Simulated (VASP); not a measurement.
# Ir (P6_3/mmc) in VASP: further runs

Runs on Ir. Level: r2SCAN. Tasks: single point.

Everything below comes from runs of VASP 6.6.1. Logs are shortened: lines on timing, memory, paths and dates and some standing lists are left out, and cuts for length are marked.

## 1. The cell of the first run

Symmetry: P6_3/mmc, No. 194, hexagonal system. The conventional cell has a = 2.531 Å, b = 2.531 Å, c = 4.819 Å, α = 90.00°, β = 90.00°, γ = 120.00°. Within 3.3 Å of Ir (site symmetry -6m2) lie 12 Ir at 2.53 to 2.82 Å.

This isn't the form of Ir at room conditions, which is fcc.

## 2. Single point, r2SCAN (strain -0.080 along x and y, +0.080 along z)

The input, POSCAR:

```
Ir
1.0
    2.5312676630      0.0000000000      0.0000000000
   -1.2656338315      2.1921420999      0.0000000000
    0.0000000000      0.0000000000      4.8192732000
Ir
2
Direct
    0.6666666667      0.3333333333      0.7500000000
    0.3333333333      0.6666666667      0.2500000000
```

The input, INCAR.step1:

```
PREC = Accurate ; ENCUT = 520
ISMEAR = 0 ; SIGMA = 0.15
LREAL = False ; LASPH = True
NELM = 80 ; NBANDS = 16
GGA = PE ; ALGO = Normal
EDIFF = 1E-4 ; LWAVE = True
LCHARG = False
```

The input, INCAR.step2:

```
PREC = Accurate ; ENCUT = 520
EDIFF = 1E-6 ; ISMEAR = 0
SIGMA = 0.15 ; LREAL = False
LASPH = True ; NELM = 80
ALGO = Normal ; ISIF = 2
LWAVE = False ; LCHARG = True
METAGGA = R2SCAN ; LMIXTAU = True
LELF = True ; LVHAR = True
NBANDS = 16 ; ISTART = 1
```

The input, KPOINTS:

```
Automatic mesh
0
Gamma
  18 18 12
```

Potentials or basis: VASP PAW PBE potentials, release 64 (Ir).

The run is started by

```sh
cat potpaw_PBE.64/Ir/POTCAR > POTCAR
cp INCAR.step1 INCAR
mpirun -np 1 vasp_std > vasp.out
cp INCAR.step2 INCAR
mpirun -np 1 vasp_std > vasp.out
```

OUTCAR:

```text
PREC = Accurate
   ENCUT = 520
   EDIFF = 1E-6
   ISMEAR = 0
   LREAL = False
   LASPH = True
   NELM = 80
   ISIF = 2
   METAGGA = R2SCAN
   ISTART = 1

 ion  position               nearest neighbor table
   1  0.667  0.333  0.750-   2 2.82   2 2.82   2 2.82   2 2.82   2 2.82   2 2.82
   2  0.333  0.667  0.250-   1 2.82   1 2.82   1 2.82   1 2.82   1 2.82   1 2.82

  LATTYP: Found a hexagonal cell.
 ALAT       =     2.5312676630
 C/A-ratio  =     1.9038971147

  Lattice vectors:

 A1 = (   2.5312676630,   0.0000000000,   0.0000000000)
 A2 = (  -1.2656338315,   2.1921420999,   0.0000000000)
 A3 = (   0.0000000000,   0.0000000000,   4.8192732000)

Analysis of symmetry for initial positions (statically):
=====================================================================
 Subroutine PRICEL returns:
 Original cell was already a primitive cell.

 Routine SETGRP: Setting up the symmetry group for a
 hexagonal supercell.

 Subroutine GETGRP returns: Found 24 space group operations
 (whereof 12 operations were pure point group operations)
 out of a pool of 24 trial point group operations.

The static configuration has the point symmetry D_3d.
 The point group associated with its full space group is D_6h.

Analysis of symmetry for dynamics (positions and initial velocities):
=====================================================================
 Subroutine PRICEL returns:
 Original cell was already a primitive cell.

 Routine SETGRP: Setting up the symmetry group for a
 hexagonal supercell.

 Subroutine GETGRP returns: Found 24 space group operations
 (whereof 12 operations were pure point group operations)
 out of a pool of 24 trial point group operations.

The dynamic configuration has the point symmetry D_3d.
 The point group associated with its full space group is D_6h.

 Subroutine INISYM returns: Found 24 space group operations
 (whereof 12 operations are pure point group operations),
 and found     1 'primitive' translations

----------------------------------------------------------------------------------------

                                     Primitive cell

  volume of cell :      26.7417

  direct lattice vectors                    reciprocal lattice vectors
     2.531267663  0.000000000  0.000000000     0.395058972  0.228087404  0.000000000
    -1.265633831  2.192142100  0.000000000     0.000000000  0.456174807  0.000000000
     0.000000000  0.000000000  4.819273200     0.000000000  0.000000000  0.207500168

  length of vectors
     2.531267663  2.531267663  4.819273200     0.456174807  0.456174807  0.207500168

  position of ions in fractional coordinates (direct lattice)
     0.666666667  0.333333333  0.750000000
     0.333333333  0.666666667  0.250000000

  ion indices of the primitive-cell ions
   primitive index   ion index
                 1           1
                 2           2

----------------------------------------------------------------------------------------

 KPOINTS: Automatic mesh

Automatic generation of k-mesh.
 Grid dimensions read from file:
 generate k-points for:   18   18   12

 Generating k-lattice:

  Cartesian coordinates                     Fractional coordinates (reciprocal lattice)
     0.021947721  0.012671522  0.000000000     0.055555556  0.000000000  0.000000000
     0.000000000  0.025343045  0.000000000     0.000000000  0.055555556  0.000000000
     0.000000000  0.000000000  0.017291681     0.000000000  0.000000000  0.083333333

  Length of vectors
     0.025343045  0.025343045  0.017291681

  Shift w.r.t. Gamma in fractional coordinates (k-lattice)
     0.000000000  0.000000000  0.000000000

 Subroutine IBZKPT returns following result:
 ===========================================

 Found    259 irreducible k-points:

 Following reciprocal coordinates:
            Coordinates               Weight
  0.000000  0.000000  0.000000      1.000000
  0.055556  0.000000  0.000000      6.000000
  0.111111  0.000000  0.000000      6.000000
  0.166667 -0.000000  0.000000      6.000000
  0.222222 -0.000000  0.000000      6.000000
  0.277778  0.000000  0.000000      6.000000
[... 16 lines left out ...]
  0.333333  0.111111  0.000000     12.000000
  0.388889  0.111111  0.000000     12.000000
 [... further k-points ...]
   k-points           NKPTS =    259   k-points in BZ     NKDIM =    259   number of bands    NBANDS=     16
   number of dos      NEDOS =    301   number of ions     NIONS =      2
   total plane-waves  NPLWV =  14400
   dimension x,y,z NGX =    20 NGY =   20 NGZ =   36
   dimension x,y,z NGXF=    40 NGYF=   40 NGZF=   72
   ions per type =               2
   NGX,Y,Z   is equivalent  to a cutoff of  13.14, 13.14, 12.42 a.u.
   NGXF,Y,Z  is equivalent  to a cutoff of  26.27, 26.27, 24.84 a.u.
 SYSTEM =  unknown system
   PREC   = accura    normal or accurate (medium, high low for compatibility)
   ISTART =      1    job   : 0-new  1-cont  2-samecut
   ICHARG =      0    charge: 1-file 2-atom 10-const
   ISPIN  =      1    spin polarized calculation?
   LNONCOLLINEAR =      F non collinear calculations
   LSORBIT =      F    spin-orbit coupling
   LASPH  =      T    aspherical Exc in radial PAW
   ENCUT  =  520.0 eV  38.22 Ry    6.18 a.u.   4.71  4.71  8.96*2*pi/ulx,y,z
   NELM   =     80;   NELMIN=  2; NELMDL=  0     # of ELM steps
   EDIFF  = 0.1E-05   stopping-criterion for ELM
   LREAL  =      F    real-space projection
   EDIFFG = 0.1E-04   stopping-criterion for IOM
   NSW    =      0    number of steps for IOM
   IBRION =     -1    ionic relax: 0-MD 1-quasi-New 2-CG
   NFREE  =      0    steps in history (QN), initial steepest desc. (CG)
   ISIF   =      2    stress and relaxation
   ISYM   =      2    0-nonsym 1-usesym 2-fastsym
   POTIM  = 0.5000    time-step for ionic-motion
   TEBEG  =    0.0;   TEEND  =   0.0 temperature during run
   PSTRESS=    0.0 pullay stress
   NELECT =      18.0000    total number of electrons
   NUPDOWN=      -1.0000    fix difference up-down
   EMIN   =  10.00;   EMAX   =-10.00  energy-range for DOS
   EFERMI =   0.00;   METHOD = LEGACY
   ISMEAR =     0;   SIGMA  =   0.15  broadening in eV -4-tet -1-fermi 0-gaus
   EFERMI_NEDOS =   21; number of points for ismear=-14 and -15
   IALGO  =     38    algorithm
   IMIX   =      4    mixing-type and parameters
     AMIX     =   0.40;   BMIX     =  1.00
     AMIX_MAG =   1.60;   BMIX_MAG =  1.00
  volume/ion in A,a.u.               =      13.37        90.23
  Fermi-wavevector in a.u.,A,eV,Ry     =   1.434728  2.711243 28.006835  2.058444
  Thomas-Fermi vector in A             =   2.554105
   LORBIT       =      0    0 simple, 1 ext, 2 COOP (PROOUT), +10 PAW based schemes
   METAGGA = R2SCAN    functional components
   LHFCALC =     F    Hartree Fock is set to
   AEXX    =    0.0000 exact exchange contribution
   IVDW    =     0    specifies the selected vdW correction
   LEPSILON=     F    determine dielectric tensor
   LRPA    =     F    only Hartree local field effects (RPA)
 non-spin polarized calculation
 Gauss-broadening in eV      SIGMA  =   0.15
  energy-cutoff  :      520.00
  volume of cell :       26.74
 maximum number of plane-waves:       738
 NGX is ok and might be reduce to    20
   NGX =  9   NGY =  9   NGZ = 17

 number of electron      18.0000000 magnetization

 Free energy of the ion-electron system (eV)
  ---------------------------------------------------
  ext. energy  EPLUGINS =         0.00000000
  ---------------------------------------------------
  free energy    TOTEN  =      -103.62812675 eV

  energy without entropy =     -103.60498153  energy(sigma->0) =     -103.61655414

 E-fermi :  11.1137     XC(G=0): -15.6736

 val. band max:       11.1098724115   @ k =   0.2222   0.1667   0.0000
 cond. band min:      11.1139851520   @ k =   0.3333   0.3333   0.2500
 fundamental gap:      0.0041127406
 Fermi energy:        11.1137159039

 k-point     1 :       0.0000    0.0000    0.0000
  band No.  band energies     occupation
      1      -0.9548      2.00000
      2       1.6040      2.00000
      3       5.2153      2.00000
      4       6.9491      2.00000
      5       6.9491      2.00000
      6       7.3285      2.00000
[... 8 lines left out ...]
     15      27.3534      0.00000
     16      29.3162      0.00000

 k-point     2 :       0.0556    0.0000    0.0000
  band No.  band energies     occupation
      1      -0.7959      2.00000
      2       1.7694      2.00000
      3       5.2842      2.00000
      4       6.8438      2.00000
      5       7.0895      2.00000
      6       7.2169      2.00000
[... 8 lines left out ...]
     15      27.6653      0.00000
     16      29.6348      0.00000

 k-point     3 :       0.1111    0.0000    0.0000
  band No.  band energies     occupation
      1      -0.3374      2.00000
      2       2.2335      2.00000
      3       5.4446      2.00000
      4       6.5966      2.00000
      5       6.9618      2.00000
      6       7.5048      2.00000
[... 8 lines left out ...]
     15      28.4806      0.00000
     16      30.4882      0.00000

 k-point     4 :       0.1667   -0.0000    0.0000
  band No.  band energies     occupation
      1       0.3621      2.00000
      2       2.8653      2.00000
      3       5.5404      2.00000
      4       6.2732      2.00000
      5       6.5401      2.00000
      6       6.9547      2.00000
[... 8 lines left out ...]
     15      29.0956      0.00000
     16      31.4721      0.00000
[... 324 lines left out ...]
 k-point    22 :       0.2778    0.1111    0.0000
  band No.  band energies     occupation
      1       2.9613      2.00000
      2       3.5246      2.00000
      3       4.2601      2.00000
      4       5.8097      2.00000
      5       6.7750      2.00000
      6       6.7815      2.00000
[... 8 lines left out ...]
     15      26.6192      0.00000
     16      27.4454      0.00000

 k-point    23 :       0.3333    0.1111    0.0000
  band No.  band energies     occupation
      1       3.0500      2.00000
      2       3.2573      2.00000
      3       3.8607      2.00000
      4       6.4000      2.00000
      5       6.4807      2.00000
      6       7.5285      2.00000
[... 8 lines left out ...]
     15      25.2097      0.00000
     16      26.7584      0.00000

 k-point    24 :       0.3889    0.1111    0.0000
  band No.  band energies     occupation
      1       2.9057      2.00000
      2       3.1611      2.00000
      3       3.6146      2.00000
      4       6.3072      2.00000
      5       7.0817      2.00000
      6       7.6951      2.00000
[... 8 lines left out ...]
     15      23.8545      0.00000
     16      26.2809      0.00000

 [... further k-points ...]
[... 5 lines left out ...]
  --------------------------------------------------------------------------------------
  -------------------------------------------------------------------------------------
  Total       12.7320119     12.7320119     -2.0457276      0.0000000     -0.0000000      0.0000000
  in kB      762.8151261    762.8151260   -122.5660169      0.0000000     -0.0000000      0.0000000
  external PRESSURE =     467.6880784 kB  Pullay stress =       0.0000000 kB

 VOLUME and BASIS-vectors are now :
 -----------------------------------------------------------------------------
  energy-cutoff  :      520.00
  volume of cell :       26.74
      direct lattice vectors                 reciprocal lattice vectors
     2.531267663  0.000000000  0.000000000     0.395058972  0.228087404  0.000000000
    -1.265633831  2.192142100  0.000000000     0.000000000  0.456174807  0.000000000
     0.000000000  0.000000000  4.819273200     0.000000000  0.000000000  0.207500168

 POSITION                                       TOTAL-FORCE (eV/Angst)
 -----------------------------------------------------------------------------------
      1.26563      0.73071      3.61445         0.000000      0.000000      0.000000
     -0.00000      1.46143      1.20482        -0.000000     -0.000000      0.000000
 -----------------------------------------------------------------------------------
    total drift:                               -0.000000      0.000000     -0.000000

  FREE ENERGIE OF THE ION-ELECTRON SYSTEM (eV)
  ---------------------------------------------------
  free  energy   TOTEN  =      -103.6281267493 eV

  energy  without entropy=     -103.6049815317  energy(sigma->0) =     -103.61655414
```

Wall time 7 min (1 thread of Intel Xeon 8259CL, shared host); peak memory 0.23 GiB.

Results:

```
Free energy            : -103.6281 eV
Pressure               : 46.8 GPa
Band gap on the k mesh : zero (bands 9 and 10 overlap by 4.06 eV)
```

Stress tensor (GPa, compression positive):
```
 76.28   0.00   0.00
  0.00  76.28   0.00
  0.00   0.00 -12.26
```

Caveat: the cell differs from its parent crystal (strain -0.080 along x and y, +0.080 along z); the stress differs along the axes, from -12 to 76 GPa; the PAW data sets were made with another functional, which shifts forces and pressure a little; spin-orbit coupling is left out, which moves the levels of the heavy elements.

(Part 1 of 2 ends here.)
